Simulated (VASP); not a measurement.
Set up this calculation in VASP 6.6.1, as the native input.

```yaml
Task: single point
Functional: PBE
Dispersion: D3(BJ)
Potentials_or_basis: VASP PAW PBE potentials, release 64 (Mo_sv, S)
Cutoff: 520 eV
k_mesh: 6 × 6 × 2
Occupations: gaussian, width 0.1 eV
Spin: no spin polarisation
Dipole_correction: no
Further_INCAR_settings: ALGO = Normal; EDIFF = 1e-06; NBANDS = 35
```

The structure of MoS2 lies in POSCAR:

```
MoS2
1.0
    3.1922379100      0.0000000000      0.0000000000
   -1.5961189600      2.7645591300      0.0000000000
    0.0000000000      0.0000000000     13.3782940000
Mo S
2 4
Direct
    0.6666666700      0.3333333300      0.2500000000
    0.3333333300      0.6666666700      0.7500000000
    0.6666666700      0.3333333300      0.6330820000
    0.3333333300      0.6666666700      0.3669180000
    0.6666666700      0.3333333300      0.8669180000
    0.3333333300      0.6666666700      0.1330820000
```

These files were run (other wordings do the same):

INCAR

```
  PREC = Accurate
  ENCUT = 520
  EDIFF = 1E-6
  ISMEAR = 0
  SIGMA = 0.1
  LREAL = False
  LASPH = True
  NELM = 80
  ALGO = Normal
  ISIF = 2
  LWAVE = False
  LCHARG = False
  GGA = PE
  IVDW = 12
  NBANDS = 35
```

KPOINTS

```
regular mesh
0
Gamma
  6 6 2
```

Potentials or basis: VASP PAW PBE potentials, release 64 (Mo_sv, S).

The run is started by

```sh
$ cat potpaw_PBE.64/Mo_sv/POTCAR potpaw_PBE.64/S/POTCAR > POTCAR
$ mpirun -np 1 vasp_std > vasp.out
```

It gave:

| Item | Value |
| --- | --- |
| Pressure | -3.8 GPa |
| Largest force | 0.115 eV/Å |
| Band gap on the k mesh | 1.22 eV (least direct gap 1.63 eV) |
| Dispersion energy per atom | -0.385 eV |

Caveat: the cell stands under tension.

Wall time 51 s on 1 thread of Intel(R) Xeon(R) Platinum 8488C (Sapphire Rapids), on a shared host, peak memory 0.24 GiB.
